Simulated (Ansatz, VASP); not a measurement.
**AgCl in VASP and in Ansatz**

File INCAR:

```
PREC = Accurate ; ENCUT = 520
EDIFF = 1E-6 ; ISMEAR = 0
SIGMA = 0.05 ; LREAL = F
LASPH = T ; NELM = 100
ALGO = Normal ; ISIF = 2
LWAVE = F ; LCHARG = F
GGA = PE ; NBANDS = 16
```

KPOINTS

```
regular mesh
0
Gamma
  8 8 8
```

The input POSCAR:

```
AgCl
1.0
    0.0000000000      2.7731500000      2.7731500000
    2.7731500000      0.0000000000      2.7731500000
    2.7731500000      2.7731500000      0.0000000000
Ag Cl
1 1
Direct
    0.4864774715      0.4864774715      0.5135225285
    0.0000000000      0.0000000000      0.0000000000
```

Input for Ansatz:

```yaml
crystal:
  lattice:
    - [0.0, 2.77315, 2.77315]
    - [2.77315, 0.0, 2.77315]
    - [2.77315, 2.77315, 0.0]
  atoms:
    - { symbol: Ag, position: [0.4864774715, 0.4864774715, 0.5135225285] }
    - { symbol: Cl, position: [0.0, 0.0, 0.0] }
basis:
  ecutwfc: 420
kpoints:
  mp_grid: { grid: [8, 8, 8] }
hamiltonian:
  xc: pbe
scf:
  occupations: { method: gaussian, width: 0.05 }
output:
  forces: true
  stress: true
  eigenvalues: true
```

Change from the starting cell: all Ag atoms moved +0.075 Å, as atom 1 towards its neighbour atom 2 (Cl) at 2.773 Å.

Alike in both runs: task single point; functional PBE; k mesh 8 × 8 × 8; occupations gaussian, width 0.05 eV; no spin polarisation.

|  | VASP | Ansatz |
| --- | --- | --- |
| version | VASP 6.6.1 | Ansatz 0.2.0 |
| potentials or method | VASP PAW PBE potentials, release 64 (Ag, Cl), cutoff 520 eV | scalar-relativistic, plane waves, PAW |
| valence electrons in the cell | 18 | 26 |

```tsv
	VASP	Ansatz	Ansatz less VASP
gap on the k mesh at the Fermi level (eV)	0.92	0.92	+0.003
least direct gap on the mesh (eV)	2.99	2.99	+0.001
pressure (GPa)	1.6	1.7	+0.14
traceless stress, the component that is largest in VASP (GPa)	0.18	0.18	+0.001
rms of the force components (eV/Å)	0.051	0.051	+0.0009
```

Atom by atom the forces differ by 0.001 eV/Å (rms over components). VASP's potentials hold 18 valence electrons a cell and Ansatz's 26, so a difference there can come from the potentials and not from the codes.
